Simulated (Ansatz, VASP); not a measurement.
AlRu: VASP beside Ansatz

```
Ru Al
1.0
     2.99160    0.00000    0.00000
     0.00000    2.99160    0.00000
     0.00000    0.00000    2.99160
Ru Al
1 1
Direct
  0.50000 0.50000 0.50000
  0.00000 0.00000 0.00000
```

Alike in both runs: task single point; functional PBE; k mesh 9 × 9 × 9; occupations gaussian, width 0.018 eV; no spin polarisation.

|  | VASP | Ansatz |
| --- | --- | --- |
| version | VASP 6.6.1 | Ansatz 0.2.0 |
| potentials or method | VASP PAW PBE potentials, release 64 (Ru_pv, Al) | Ansatz PAW |
| plane-wave cutoff (eV) | 520 | 420 |
| valence electrons in the cell | 17 | 19 |

```tsv
	VASP	Ansatz	Ansatz less VASP
gap on the k mesh at the Fermi level (eV)	none	none	-
pressure (GPa)	2.4	2.5	+0.04
```

A gap of «none» marks a metal or a gap that the smearing closes. VASP's potentials hold 17 valence electrons a cell and Ansatz's 19, so a difference there can come from the potentials and not from the codes.
